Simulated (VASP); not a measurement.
Pt3Pb, 4 atoms in the cell. It takes space group Pm-3m (No. 221, cubic). The conventional cell has a = 4.093 Å, b = 4.093 Å, c = 4.093 Å, α = 90.00°, β = 90.00°, γ = 90.00°. Pt (site symmetry 4/mmm) has 8 Pt at 2.89 Å and 4 Pb at 2.89 Å within 3.8 Å. Within 3.8 Å of Pb (site symmetry m-3m) lie 12 Pt at 2.89 Å. 

| Property | Result |
| --- | --- |
| Program | VASP 6.6.1 |
| Task | single point |
| Functional | r2SCAN |
| Potentials or basis | VASP PAW PBE potentials, release 64 (Pt, Pb_d) |
| Cutoff | 520 eV |
| k mesh | 4 × 4 × 4 |
| Occupations | gaussian, width 0.1 eV |
| Spin | no spin polarisation |
| Dipole correction | no |
| Further INCAR settings | ALGO = Normal; EDIFF = 1e-07; NBANDS = 30 |

Potentials or basis: VASP PAW PBE potentials, release 64 (Pt, Pb_d).

Launch:

```console
$ cat potpaw_PBE.64/Pt/POTCAR potpaw_PBE.64/Pb_d/POTCAR > POTCAR
$ cp INCAR.step1 INCAR
$ mpirun -np 1 vasp_std > vasp.out
$ cp INCAR.step2 INCAR
$ mpirun -np 1 vasp_std > vasp.out
```

Hardware: 1 thread of AMD EPYC 9755 128-Core Processor, with other jobs on the host.

Q: How long does it take, and how much memory?

A: Run time: 82 s on 1 thread of AMD EPYC 9755 128-Core Processor (shared host), peak memory 0.14 GiB. Counts: k points 10.
